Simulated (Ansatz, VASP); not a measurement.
Given: the input of a run of Ansatz 0.2.0 on MgO.

The input input.yaml:

```yaml
crystal:
  lattice:
    - [2.9380209034, 0.0, 0.0]
    - [-1.4690104517, 2.5444007392, 0.0]
    - [0.0, 0.0, 2.67968]
  atoms:
    - { symbol: Mg, position: [0.0, 0.0, 0.0] }
    - { symbol: O, position: [0.3333333333, 0.6666666667, 0.5] }
hamiltonian:
  xc:
    exchange: pbe
    correlation: pbe
    exx: { coeff: 0.25, omega: 0.15 }
  pseudopotentials: { kind: paw }
kpoints:
  mp_grid: { grid: [5, 5, 5] }
scf:
  occupations: { method: fermi_dirac, width: 0.05 }
output:
  forces: true
  stress: true
  eigenvalues: true
```

Potentials or basis: Ansatz PAW.

Run with:

```sh
$ ansatz run input.yaml --threads 2 --pin off --max-ram 5632MiB --backend cpu --events-out ev --progress --plain --runs-dir out
```

Problem. Set up the same calculation for VASP 6.6.1. Potentials there: VASP PAW PBE potentials, release 64 (Mg, O).

Solution. As run (the cutoff follows the program's own potentials):

The input POSCAR:

```
MgO
1.0
    2.9380209034      0.0000000000      0.0000000000
   -1.4690104517      2.5444007392      0.0000000000
    0.0000000000      0.0000000000      2.6796800000
Mg O
1 1
Direct
    0.0000000000      0.0000000000      0.0000000000
    0.3333333333      0.6666666667      0.5000000000
```

Contents of INCAR.step1:

```
SYSTEM = MgO
PREC = Accurate
ENCUT = 520
EDIFF = 1E-5
ISMEAR = -1
SIGMA = 0.05
LREAL = .FALSE.
LASPH = .TRUE.
NELM = 80
ALGO = Normal
ISIF = 2
LWAVE = .TRUE.
LCHARG = .FALSE.
GGA = PE
NBANDS = 11
```

INCAR.step2

```
SYSTEM = MgO
PREC = Accurate
ENCUT = 520
EDIFF = 1E-6
ISMEAR = -1
SIGMA = 0.05
LREAL = .FALSE.
LASPH = .TRUE.
NELM = 80
ALGO = Normal
ISIF = 2
LWAVE = .FALSE.
LCHARG = .FALSE.
GGA = PE
LHFCALC = .TRUE.
AEXX = 0.25
HFSCREEN = 0.15
PRECFOCK = Normal
ISTART = 1
NBANDS = 11
```

File KPOINTS:

```
regular mesh
0
G
  5 5 5
  0 0 0
```

Potentials or basis: VASP PAW PBE potentials, release 64 (Mg, O).

Run with:

```sh
$ cat potpaw_PBE.64/Mg/POTCAR potpaw_PBE.64/O/POTCAR > POTCAR
$ cp INCAR.step1 INCAR
$ mpirun -np 1 vasp_std > vasp.out
$ cp INCAR.step2 INCAR
$ mpirun -np 1 vasp_std > vasp.out
```

Both were run:

|  | VASP | Ansatz | Ansatz less VASP |
| --- | --- | --- | --- |
| gap on the k mesh at the Fermi level (eV) | 4.75 | 4.79 | +0.040 |
| least direct gap on the mesh (eV) | 5.17 | 5.20 | +0.035 |
| pressure (GPa) | -6.1 | -5.8 | +0.37 |
| traceless stress, the component that is largest in VASP (GPa) | -0.96 | -0.91 | +0.050 |

VASP's potentials were made for PBE, not for PBE-based screened hybrid. The functional is the same, so the differences come from potentials, cutoffs and numerics. VASP's potentials hold 8 valence electrons a cell and Ansatz's 16, so a difference there can come from the potentials and not from the codes.

The k mesh is coarse, so the values compare programs but aren't converged. Noted on Ansatz's run: odd divisions of the mesh miss points on the zone boundary, where band edges often lie, so the gap on the mesh can be too wide.
